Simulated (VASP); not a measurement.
# Ga (P6/mmm) in VASP: a series of runs, part 2 of 2

VASP 6.6.1.

## 3. Relaxation of cell and atoms, PBE, target pressure 0.71 GPa, at which the enthalpy is minimised

This run uses another cell than the first one, of 19.00 Å³/atom.

INCAR

```
PREC = Accurate
ENCUT = 600
EDIFF = 1E-6
ISMEAR = -1
SIGMA = 0.08
LREAL = F
LASPH = T
NELM = 60
ALGO = Normal
ISIF = 3
LWAVE = F
LCHARG = F
GGA = PE
IBRION = 2
NSW = 32
EDIFFG = -0.005
PSTRESS = 7.1
```

KPOINTS

```
Automatic mesh
0
Gamma
  8 8 11
```

POSCAR

```
Ga
1.0
    4.6805226876      0.0000000000      0.0000000000
   -2.3402613438      4.0534515504      0.0000000000
    0.0000000000      0.0000000000      3.0050201095
Ga
3
Direct
    0.0000000000      0.0000000000      0.0000000000
    0.3333333333      0.6666666667      0.5000000000
    0.6666666667      0.3333333333      0.5000000000
```

Potentials or basis: VASP PAW PBE potentials, release 64 (Ga_d).

On the command line:

```
> cat potpaw_PBE.64/Ga_d/POTCAR > POTCAR
> mpirun -np 1 vasp_std > vasp.out
```

Wall time 69 s (1 thread of Intel Xeon 6975P-C (Granite Rapids), shared host); peak memory 0.23 GiB.

Results (log left out):

- Free energy: -8.5913 eV
- Relaxed volume: 19.03 Å³/atom
- Relaxed cell: a = 4.683 Å, b = 4.683 Å, c = 3.006 Å, α = 90.00°, β = 90.00°, γ = 120.00°
- Space group after relaxing (to 0.1 Å): P6/mmm (No. 191)
- Energy change on relaxing (the run minimises the enthalpy): -0.1 meV/atom
- Ionic steps: 4
- Pressure after relaxing: 0.7 GPa
- Band gap on the k mesh: zero (an odd number of electrons rules out a gap without spin polarisation)

The path:
```csv
step,energy change (eV),largest force (eV/Å),pressure (GPa),volume (Å³)
1,0.0000,0.0000,0.88,57.01
2,-0.0007,0.0000,0.60,57.18
3,-0.0003,0.0000,0.73,57.08
4,-0.0004,0.0000,0.70,57.10
```

Final structure:
```cif
data_structure
_symmetry_space_group_name_H-M 'P 1'
_symmetry_Int_Tables_number 1
_cell_length_a 4.6833
_cell_length_b 4.6833
_cell_length_c 3.0062
_cell_angle_alpha 90.000
_cell_angle_beta 90.000
_cell_angle_gamma 120.000
_cell_volume 57.10
loop_
_atom_site_label
_atom_site_type_symbol
_atom_site_fract_x
_atom_site_fract_y
_atom_site_fract_z
_atom_site_occupancy
Ga1 Ga 0.00000 0.00000 0.00000 1
Ga2 Ga 0.33333 0.66667 0.50000 1
Ga3 Ga 0.66667 0.33333 0.50000 1
```

Levels at points of the mesh, in eV from the Fermi level:
| k point | band 17 | band 18 | band 19 | band 20 | band 21 | band 22 |
| --- | --- | --- | --- | --- | --- | --- |
| (0.00, 0.00, 0.00) | -2.67 | -2.38 | -1.23 | -1.23 | -1.04 | -1.04 |
| (0.50, 0.00, 0.00) | -8.70 | -4.26 | -3.68 | 4.52 | 4.78 | 5.64 |

Caveat: the cell is relaxed towards a set pressure, so the run minimises the enthalpy, not the energy.

## 4. Single point, PBE

This run uses another cell than the first one: it holds 1 atom, not 3.

INCAR

```
SYSTEM = Ga
PREC = Accurate
ENCUT = 520
EDIFF = 1E-6
ISMEAR = -1
SIGMA = 0.08
LREAL = .FALSE.
LASPH = .TRUE.
NELM = 80
ALGO = Normal
ISIF = 2
LWAVE = .FALSE.
LCHARG = .FALSE.
GGA = PE
NBANDS = 12
```

KPOINTS

```
Automatic mesh
0
G
  15 15 14
  0 0 0
```

POSCAR

```
Ga
1.0
    2.8614903107      0.0000000000      0.0000000000
   -1.4307451553      2.4781233017      0.0000000000
    0.0000000000      0.0000000000      2.6980069863
Ga
1
Direct
    0.0000000000      0.0000000000      0.0000000000
```

Potentials or basis: VASP PAW PBE potentials, release 64 (Ga_d).

On the command line:

```
> cat potpaw_PBE.64/Ga_d/POTCAR > POTCAR
> mpirun -np 1 vasp_std > vasp.out
```

OUTCAR:

```text
SYSTEM = Ga
   PREC = Accurate
   ENCUT = 520
   EDIFF = 1E-6
   ISMEAR = -1
   LREAL = .FALSE.
   LASPH = .TRUE.
   NELM = 80
   ISIF = 2
   GGA = PE

 ion  position               nearest neighbor table
   1  0.000  0.000  0.000-

  LATTYP: Found a hexagonal cell.
 ALAT       =     2.8614903107
 C/A-ratio  =     0.9428677694

  Lattice vectors:

 A1 = (   2.8614903107,   0.0000000000,   0.0000000000)
 A2 = (  -1.4307451553,   2.4781233017,   0.0000000000)
 A3 = (   0.0000000000,   0.0000000000,   2.6980069863)

[... 537 lines left out ...]
     12      24.2942      0.00000

 [... further k-points ...]

------------------------ aborting loop because EDIFF is reached ----------------------------------------

  FORCE on cell =-STRESS in cart. coord.  units (eV):
  Direction    XX          YY          ZZ          XY          YZ          ZX
  --------------------------------------------------------------------------------------
  -------------------------------------------------------------------------------------
  Total        0.0919309      0.0919309      0.0950028      0.0000000      0.0000000      0.0000000
  in kB        7.6986349      7.6986349      7.9558932      0.0000000      0.0000000      0.0000000
  external PRESSURE =       7.7843876 kB  Pullay stress =       0.0000000 kB

 VOLUME and BASIS-vectors are now :
 -----------------------------------------------------------------------------
  energy-cutoff  :      520.00
  volume of cell :       19.13
      direct lattice vectors                 reciprocal lattice vectors
     2.861490311  0.000000000  0.000000000     0.349468246  0.201765586  0.000000000
    -1.430745155  2.478123302  0.000000000     0.000000000  0.403531172  0.000000000
     0.000000000  0.000000000  2.698006986     0.000000000  0.000000000  0.370643962

 POSITION                                       TOTAL-FORCE (eV/Angst)
 -----------------------------------------------------------------------------------
      0.00000      0.00000      0.00000         0.000000      0.000000      0.000000
 -----------------------------------------------------------------------------------
    total drift:                                0.000000      0.000000      0.000000

  FREE ENERGIE OF THE ION-ELECTRON SYSTEM (eV)
  ---------------------------------------------------
  free  energy   TOTEN  =        -2.8658982095 eV

  energy  without entropy=       -2.8564424930  energy(sigma->0) =       -2.86117035
```

Run time: 35 s. Hardware: 1 thread of Intel Xeon 8259CL, shared host; peak memory 0.17 GiB.

What came out:

| Quantity | Value |
| --- | --- |
| Free energy | -2.8659 eV |
| Pressure | 0.8 GPa |
| Band gap on the k mesh | zero (an odd number of electrons rules out a gap without spin polarisation) |

Levels at points of the mesh, in eV from the Fermi level:
```csv
k point,band 3,band 4,band 5,band 6,band 7,band 8,band 9,band 10,band 11,band 12
"(0.00, 0.00, 0.00)",-14.91,-14.65,-14.65,-10.92,8.91,11.33,11.33,12.10,16.02,16.02
"(0.00, 0.00, 0.50)",-14.84,-14.80,-14.80,-6.47,-4.38,14.89,14.89,18.39,19.55,19.90
```

## 5. Overview

```csv
task,cell,k mesh,cutoff (eV),gap on the mesh (eV),pressure (GPa)
relaxation of cell and atoms,"relaxed to 0.71 GPa from a = 4.732, b = 4.732, c = 2.934 Å, angles 90.0, 90.0, 120.0°, 3 atoms, atomic positions A",8 × 8 × 11,600,none,0.7
relaxation of cell and atoms,"relaxed to 0.71 GPa from a = 4.681, b = 4.681, c = 3.005 Å, angles 90.0, 90.0, 120.0°, 3 atoms, atomic positions A",8 × 8 × 11,600,none,0.7
single point,"a = 2.861, b = 2.861, c = 2.698 Å, angles 90.0, 90.0, 120.0°, 1 atom, atomic positions B",15 × 15 × 14,520,none,0.8
```

Alike in all rows: level PBE; potentials or basis VASP PAW PBE potentials, release 64 (Ga_d); no spin polarisation; smearing fermi-dirac 0.08 eV.

Caveats: the cell is relaxed towards a set pressure, so the run minimises the enthalpy, not the energy (at least some runs).

Total energies depend on the potentials used, so only differences within one code and one set of settings carry meaning.
